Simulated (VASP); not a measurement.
# BP in VASP: a series of runs

The runs below take BP through relaxation of cell and atoms, single point, with PBEsol.

Program: VASP 6.6.1. These are calculated values, not measurements. Logs are shortened: lines on timing, memory, paths and dates and some standing lists are left out, and cuts for length are marked.

## (1) The cell of the first run

It takes space group F-43m (No. 216, cubic). The conventional cell has a = 4.491 Å, b = 4.491 Å, c = 4.491 Å, α = 90.00°, β = 90.00°, γ = 90.00°. Within 2.6 Å of B (site symmetry -43m) lie 4 P at 1.94 Å. Within 2.6 Å of P (site symmetry -43m) lie 4 B at 1.94 Å.

## (2) Relaxation of cell and atoms, PBEsol, target pressure 2 GPa, at which the enthalpy is minimised

INCAR

```
SYSTEM = BP
ALGO = Normal ; EDIFF = 1E-7
EDIFFG = -0.008 ; ENCUT = 600
GGA = PS ; IBRION = 2
ISIF = 3 ; ISMEAR = 0
LASPH = .TRUE. ; LCHARG = .FALSE.
LREAL = .FALSE. ; LWAVE = .FALSE.
NELM = 60 ; NSW = 70
PREC = Accurate ; PSTRESS = 20.0
SIGMA = 0.02
```

KPOINTS

```
k-points
0
G
  10 10 10
  0 0 0
```

POSCAR

```
BP
1.0
    0.0000000000      2.2456321802      2.2456321802
    2.2456321802      0.0000000000      2.2456321802
    2.2456321802      2.2456321802      0.0000000000
B P
1 1
Direct
    0.0000000000      0.0000000000      0.0000000000
    0.2500000000      0.2500000000      0.2500000000
```

Potentials or basis: VASP PAW PBE potentials, release 64 (B, P).

The run is started by

```bash
$ cat potpaw_PBE.64/B/POTCAR potpaw_PBE.64/P/POTCAR > POTCAR
$ mpirun -np 1 vasp_std > vasp.out
```

OUTCAR:

```text
SYSTEM = BP
   EDIFF = 1E-7
   EDIFFG = -0.008
   ENCUT = 600
   GGA = PS
   IBRION = 2
   ISIF = 3
   ISMEAR = 0
   LASPH = .TRUE.
   LREAL = .FALSE.
   NELM = 60
   NSW = 70
   PREC = Accurate
   PSTRESS = 20.0

 ion  position               nearest neighbor table
   1  0.000  0.000  0.000-   2 1.94   2 1.94   2 1.94   2 1.94
   2  0.250  0.250  0.250-   1 1.94   1 1.94   1 1.94   1 1.94

  LATTYP: Found a face centered cubic cell.
 ALAT       =     4.4912643604

  Lattice vectors:

 A1 = (   0.0000000000,   2.2456321802,   2.2456321802)
 A2 = (   2.2456321802,   0.0000000000,   2.2456321802)
 A3 = (   2.2456321802,   2.2456321802,   0.0000000000)

Analysis of symmetry for initial positions (statically):
=====================================================================
 Subroutine PRICEL returns:
 Original cell was already a primitive cell.

 Routine SETGRP: Setting up the symmetry group for a
 face centered cubic supercell.

 Subroutine GETGRP returns: Found 24 space group operations
 (whereof 24 operations were pure point group operations)
 out of a pool of 48 trial point group operations.

The static configuration has the point symmetry T_d .

Analysis of symmetry for dynamics (positions and initial velocities):
=====================================================================
 Subroutine PRICEL returns:
 Original cell was already a primitive cell.

 Routine SETGRP: Setting up the symmetry group for a
 face centered cubic supercell.

 Subroutine GETGRP returns: Found 24 space group operations
 (whereof 24 operations were pure point group operations)
 out of a pool of 48 trial point group operations.

The dynamic configuration has the point symmetry T_d .

 Subroutine INISYM returns: Found 24 space group operations
 (whereof 24 operations are pure point group operations),
 and found     1 'primitive' translations

----------------------------------------------------------------------------------------

                                     Primitive cell

  volume of cell :      22.6488

  direct lattice vectors                    reciprocal lattice vectors
     0.000000000  2.245632180  2.245632180    -0.222654451  0.222654451  0.222654451
     2.245632180  0.000000000  2.245632180     0.222654451 -0.222654451  0.222654451
     2.245632180  2.245632180  0.000000000     0.222654451  0.222654451 -0.222654451

  length of vectors
[... 90 lines left out ...]
   POTIM  = 0.5000    time-step for ionic-motion
   TEBEG  =    0.0;   TEEND  =   0.0 temperature during run
   PSTRESS=   20.0 pullay stress
   NELECT =       8.0000    total number of electrons
   NUPDOWN=      -1.0000    fix difference up-down
   EMIN   =  10.00;   EMAX   =-10.00  energy-range for DOS
   EFERMI =   0.00;   METHOD = LEGACY
   ISMEAR =     0;   SIGMA  =   0.02  broadening in eV -4-tet -1-fermi 0-gaus
   EFERMI_NEDOS =   21; number of points for ismear=-14 and -15
   IALGO  =     38    algorithm
   IMIX   =      4    mixing-type and parameters
     AMIX     =   0.40;   BMIX     =  1.00
     AMIX_MAG =   1.60;   BMIX_MAG =  1.00
  volume/ion in A,a.u.               =      11.32        76.42
  Fermi-wavevector in a.u.,A,eV,Ry     =   1.157238  2.186864 18.220935  1.339201
  Thomas-Fermi vector in A             =   2.293852
   LORBIT       =      0    0 simple, 1 ext, 2 COOP (PROOUT), +10 PAW based schemes
   GGA     = PS    functional components
   LHFCALC =     F    Hartree Fock is set to
   AEXX    =    0.0000 exact exchange contribution
   IVDW    =     0    specifies the selected vdW correction
   LEPSILON=     F    determine dielectric tensor
   LRPA    =     F    only Hartree local field effects (RPA)
 conjugate gradient relaxation of ions
 non-spin polarized calculation
 Gauss-broadening in eV      SIGMA  =   0.02
  energy-cutoff  :      600.00
  volume of cell :       22.65
 maximum number of plane-waves:       769
 NGX is ok and might be reduce to    28

--------------------------------------- Ionic step        1  -------------------------------------------

 number of electron       8.0000001 magnetization

 Free energy of the ion-electron system (eV)
  ---------------------------------------------------
  ext. energy  EPLUGINS =         0.00000000
  ---------------------------------------------------
  free energy    TOTEN  =       -13.67022615 eV

  energy without entropy =      -13.67022615  energy(sigma->0) =      -13.67022615

------------------------ aborting loop because EDIFF is reached ----------------------------------------

  FORCE on cell =-STRESS in cart. coord.  units (eV):
  Direction    XX          YY          ZZ          XY          YZ          ZX
  --------------------------------------------------------------------------------------
  -------------------------------------------------------------------------------------
  Total        0.4933693      0.4933693      0.4933693     -0.0000000      0.0000000     -0.0000000
  in kB       34.9009163     34.9009163     34.9009163     -0.0000000      0.0000000     -0.0000000
  external PRESSURE =      14.9009163 kB  Pullay stress =      20.0000000 kB
[... 63 lines left out ...]
--------------------------------------- Ionic step        3  -------------------------------------------

 number of electron       8.0000000 magnetization

 Free energy of the ion-electron system (eV)
  ---------------------------------------------------
  ext. energy  EPLUGINS =         0.00000000
  ---------------------------------------------------
  free energy    TOTEN  =       -13.67344593 eV

  energy without entropy =      -13.67344593  energy(sigma->0) =      -13.67344593

 E-fermi :   7.8321     XC(G=0): -11.1419

 val. band max:        7.6763445154   @ k =   0.0000   0.0000   0.0000
 cond. band min:       8.7777406159   @ k =   0.4000   0.4000   0.0000
 fundamental gap:      1.1013961005
 Fermi energy:         7.8320555978

 k-point     1 :       0.0000    0.0000    0.0000
  band No.  band energies     occupation
      1      -8.0261      2.00000
      2       7.6763      2.00000
      3       7.6763      2.00000
      4       7.6763      2.00000
      5      11.0677      0.00000
      6      11.0677      0.00000
      7      11.0677      0.00000
      8      15.3665      0.00000
[... 243 lines left out ...]
 k-point    24 :       0.4000    0.3000    0.0000
  band No.  band energies     occupation
      1      -5.0151      2.00000
      2       1.4625      2.00000
      3       3.5018      2.00000
      4       4.0610      2.00000
      5       9.3712      0.00000
      6      11.1666      0.00000
      7      17.2775      0.00000
      8      17.2936      0.00000

 [... further k-points ...]
[... 5 lines left out ...]
  --------------------------------------------------------------------------------------
  -------------------------------------------------------------------------------------
  Total        0.2857589      0.2857589      0.2857589     -0.0000000     -0.0000000     -0.0000000
  in kB       20.0478543     20.0478543     20.0478543     -0.0000000     -0.0000000     -0.0000000
  external PRESSURE =       0.0478543 kB  Pullay stress =      20.0000000 kB
[... 21 lines left out ...]
  energy  without entropy=      -13.6734459335  energy(sigma->0) =      -13.67344593

  enthalpy is  TOTEN    =       -13.3883691200 eV   P V=        0.2850768134

 reached required accuracy - stopping structural energy minimisation
```

Wall time 24 s (1 thread of Intel Xeon Platinum 8488C (Sapphire Rapids), shared host); peak memory 0.15 GiB.

Results:

| Item | Value |
| --- | --- |
| Free energy | -13.6734 eV |
| Relaxed volume | 11.42 Å³/atom |
| Relaxed cell | a = 3.185 Å, b = 3.185 Å, c = 3.185 Å, α = 60.00°, β = 60.00°, γ = 60.00° |
| Space group after relaxing (to 0.05 Å) | F-43m (No. 216) |
| Energy change on relaxing (the enthalpy is what falls) | -1.6 meV/atom |
| Ionic steps | 3 |
| Pressure after relaxing | 2.0 GPa |
| Band gap on the k mesh | 1.10 eV, indirect (least direct gap 3.39 eV) |

Step by step:
| step | energy change (eV) | largest force (eV/Å) | pressure (GPa) | volume (Å³) |
| --- | --- | --- | --- | --- |
| 1 | 0.0000 | 0.0000 | 3.49 | 22.65 |
| 2 | -0.0046 | 0.0000 | 0.80 | 23.00 |
| 3 | -0.0032 | 0.0000 | 2.00 | 22.84 |

Final structure:
```
CELL_PARAMETERS angstrom
0.00000 2.25184 2.25184
2.25184 0.00000 2.25184
2.25184 2.25184 0.00000
ATOMIC_POSITIONS crystal
B 0.00000 0.00000 0.00000
P 0.25000 0.25000 0.25000
```

Caveat: the cell is relaxed towards a set pressure, so the enthalpy falls and the energy may rise; the PAW data sets were made with another functional, which shifts forces and pressure a little. A k mesh can miss the band edges.

## (3) Single point, PBEsol

This run uses another cell than the first one: it holds 4 atoms, not 2.

INCAR

```
SYSTEM = BP
PREC = Accurate
ENCUT = 520
EDIFF = 1E-6
ISMEAR = 0
SIGMA = 0.02
LREAL = .False.
LASPH = .True.
NELM = 60
ALGO = Normal
ISIF = 2
LWAVE = .False.
LCHARG = .False.
GGA = PS
NBANDS = 16
```

KPOINTS

```
regular mesh
0
Gamma
  8 8 6
  0 0 0
```

POSCAR

```
BP
1.0
    2.2940022614      2.2940022614      0.0000000000
   -2.2940022614      2.2940022614      0.0000000000
    0.0000000000      0.0000000000      4.4879354032
B P
2 2
Direct
    0.0000000000      0.0000000000      0.0000000000
    0.5000000000      0.5000000000      0.5000000000
    0.5000000000      0.0000000000      0.7500000000
    0.0000000000      0.5000000000      0.2500000000
```

Potentials or basis: VASP PAW PBE potentials, release 64 (B, P).

The run is started by

```bash
$ cat potpaw_PBE.64/B/POTCAR potpaw_PBE.64/P/POTCAR > POTCAR
$ mpirun -np 1 vasp_std > vasp.out
```

Run time: 22 s. Hardware: 1 thread of Intel Xeon Platinum 8488C (Sapphire Rapids), shared host; peak memory 0.16 GiB.

It converged, with:

| Quantity | Value |
| --- | --- |
| Free energy | -27.3232 eV |
| Pressure | -3.6 GPa |
| Band gap on the k mesh | 0.81 eV |

Stress tensor (GPa, compression positive):
```
-5.42  0.00  0.00
 0.00 -5.42  0.00
 0.00  0.00  0.10
```

Levels at points of the mesh, in eV from the valence-band top:
```
           k point  band 5  band 6  band 7  band 8  band 9  band 10  band 11  band 12
(0.00, 0.00, 0.00)   -4.40   -0.21   -0.21    0.00    0.94     1.18     3.12     3.25
(0.50, 0.00, 0.00)   -5.27   -5.27   -2.23   -2.23    3.43     3.43     6.17     6.17
(0.50, 0.50, 0.00)   -4.19   -4.19   -4.15   -4.15    1.19     1.19     1.49     1.49
(0.00, 0.00, 0.50)   -2.98   -2.98   -2.98   -2.98    1.42     1.42     4.69     4.69
(0.50, 0.00, 0.50)   -2.03   -2.03   -1.76   -1.76    3.47     3.47     4.39     4.39
(0.50, 0.50, 0.50)   -5.82   -5.82   -5.64   -5.64    5.33     5.33     6.75     6.75
```

Caveat: the PAW data sets were made with another functional, which shifts forces and pressure a little.
